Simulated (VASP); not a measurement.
ZnO: single point with LDA

ZnO:

```
CELL_PARAMETERS angstrom
3.38661 0.00000 0.00000
-1.69330 2.93289 0.00000
0.00000 0.00000 7.13044
ATOMIC_POSITIONS crystal
Zn 0.00000 0.00000 0.75000
Zn 0.00000 0.00000 0.25000
O 0.33333 0.66667 0.25000
O 0.66667 0.33333 0.75000
```

This cell differs from its parent crystal: strain +0.030 along x and y, +0.000 along z.

| Item | Value |
| --- | --- |
| Program | VASP 6.6.1 |
| Task | single point |
| Functional | LDA |
| Potentials or basis | VASP PAW LDA potentials, release 64 (Zn, O) |
| Cutoff | 520 eV |
| k mesh | 9 × 9 × 4 |
| Occupations | gaussian, width 0.05 eV |
| Spin | no spin polarisation |

```yaml
Pressure: -13.3 GPa
Band_gap_on_the_k_mesh: 0.69 eV, direct
```

Stress tensor (GPa, compression positive):
```
-19.09   0.00   0.00
  0.00 -19.09   0.00
  0.00   0.00  -1.80
```

Levels at points of the mesh, in eV from the valence-band top:
```
           k point  band 14  band 15  band 16  band 17  band 18  band 19  band 20  band 21  band 22  band 23
(0.00, 0.00, 0.00)    -1.17    -0.01    -0.01     0.00     0.00     0.69     3.11     5.18    10.82    11.06
(0.00, 0.00, 0.50)    -2.02     0.00     0.00     0.00     0.00     1.82     1.82     7.17     7.17    12.51
```

Run time: 28 s on 1 thread of Intel(R) Xeon(R) 6975P-C (Granite Rapids) (shared host), peak memory 0.19 GiB.

Caveat: the cell differs from its parent crystal (strain +0.030 along x and y, +0.000 along z). A k mesh can miss the band edges.
